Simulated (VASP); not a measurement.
Wanted: the native input for a VASP 6.6.1 run.

```
Task                   : single point
Functional             : r2SCAN
Potentials or basis    : VASP PAW PBE potentials, release 64 (Li_sv, Os)
Cutoff                 : 520 eV
k mesh                 : 6 × 6 × 6
Occupations            : gaussian, width 0.1 eV
Spin                   : no spin polarisation
Dipole correction      : no
Further INCAR settings : ALGO = Normal; EDIFF = 1e-06; NBANDS = 12
```

Crystal: LiOs.

```
Li Os
1.0
     0.00000    2.34607    2.34607
     2.34607    0.00000    2.34607
     2.34607    2.34607    0.00000
Li Os
1 1
Cartesian
  0.0000 0.0000 0.0000
  2.3461 2.3461 2.3461
```

The input as run:

POSCAR

```
LiOs
1.0
    0.0000000000      2.3460738326      2.3460738326
    2.3460738326      0.0000000000      2.3460738326
    2.3460738326      2.3460738326      0.0000000000
Li Os
1 1
Direct
    0.0000000000      0.0000000000      0.0000000000
    0.5000000000      0.5000000000      0.5000000000
```

INCAR.step1

```
PREC     = Accurate       # precision mode
ENCUT    = 520            # plane-wave cutoff, eV
ISMEAR   = 0              # smearing method
SIGMA    = 0.1            # smearing width, eV
LREAL    = False          # projectors in reciprocal space
LASPH    = True           # aspherical terms in the spheres
NELM     = 80             # most SCF steps
NBANDS   = 12             # bands
GGA      = PE             # functional
ALGO     = Normal         # electronic algorithm
EDIFF    = 1E-4           # SCF threshold, eV
LWAVE    = True           # write WAVECAR
LCHARG   = False          # write CHGCAR
```

INCAR.step2

```
PREC     = Accurate       # precision mode
ENCUT    = 520            # plane-wave cutoff, eV
EDIFF    = 1E-6           # SCF threshold, eV
ISMEAR   = 0              # smearing method
SIGMA    = 0.1            # smearing width, eV
LREAL    = False          # projectors in reciprocal space
LASPH    = True           # aspherical terms in the spheres
NELM     = 80             # most SCF steps
ALGO     = Normal         # electronic algorithm
ISIF     = 2              # what is computed and relaxed
LWAVE    = False          # write WAVECAR
LCHARG   = False          # write CHGCAR
METAGGA  = R2SCAN         # meta-GGA
LMIXTAU  = True         
NBANDS   = 12             # bands
ISTART   = 1
```

KPOINTS

```
Automatic mesh
0
Gamma
  6 6 6
```

Potentials or basis: VASP PAW PBE potentials, release 64 (Li_sv, Os).

Launch:

```sh
$ cat potpaw_PBE.64/Li_sv/POTCAR potpaw_PBE.64/Os/POTCAR > POTCAR
$ cp INCAR.step1 INCAR
$ mpirun -np 1 vasp_std > vasp.out
$ cp INCAR.step2 INCAR
$ mpirun -np 1 vasp_std > vasp.out
```

Run time: 28 s on 1 thread of Intel(R) Xeon(R) Platinum 8488C (Sapphire Rapids), on a shared host, peak memory 0.16 GiB.
